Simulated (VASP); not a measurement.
Write the native input for VASP 6.6.1 that does the following.

```
Task                    : single point
Functional              : LDA
Potentials or basis     : VASP PAW LDA potentials, release 64 (Sc_sv)
Cutoff                  : 520 eV
k mesh                  : 17 × 17 × 17
Occupations             : fermi-dirac, width 0.05 eV
Spin                    : no spin polarisation
Dipole correction       : no
k mesh for the DOS      : 26 × 26 × 26
Occupations for the DOS : tetrahedron
Further INCAR settings  : ALGO = Normal; EDIFF = 1e-06
```

Crystal: Sc.

```
CELL_PARAMETERS angstrom
-1.36659 1.36659 1.36659
1.36659 -1.36659 1.36659
1.36659 1.36659 -1.36659
ATOMIC_POSITIONS crystal
Sc 0.00000 0.00000 0.00000
```

This isn't the form of Sc at room conditions, which is hcp.

The input as run:

POSCAR

```
Sc
1.0
   -1.3665911155      1.3665911155      1.3665911155
    1.3665911155     -1.3665911155      1.3665911155
    1.3665911155      1.3665911155     -1.3665911155
Sc
1
Direct
    0.0000000000      0.0000000000      0.0000000000
```

INCAR.step1

```
ALGO = Normal
EDIFF = 1E-6
ENCUT = 520
GGA = CA
ISIF = 2
ISMEAR = -1
LASPH = T
LCHARG = T
LMAXMIX = 4
LREAL = F
LWAVE = F
NBANDS = 12
NELM = 80
PREC = Accurate
SIGMA = 0.05
```

KPOINTS.step1

```
k-points
0
Gamma
  17 17 17
```

INCAR.step2

```
ALGO = Normal
EDIFF = 1E-6
ENCUT = 520
GGA = CA
ICHARG = 11
ISIF = 2
ISMEAR = -5
LASPH = T
LCHARG = F
LMAXMIX = 4
LORBIT = 10
LREAL = F
LWAVE = F
NEDOS = 2001
NELM = 80
PREC = Accurate
SIGMA = 0.05
```

KPOINTS.step2

```
k-points
0
Gamma
  26 26 26
```

Potentials or basis: VASP PAW LDA potentials, release 64 (Sc_sv).

Command:

```console
$ cat potpaw_LDA.64/Sc_sv/POTCAR > POTCAR
$ cp INCAR.step1 INCAR
$ cp KPOINTS.step1 KPOINTS
$ mpirun -np 1 vasp_std > vasp.out
$ cp INCAR.step2 INCAR
$ cp KPOINTS.step2 KPOINTS
$ mpirun -np 1 vasp_std > vasp.out
```

It took 67 s on 1 thread of AMD EPYC 7R13 (shared host), peak memory 0.15 GiB.
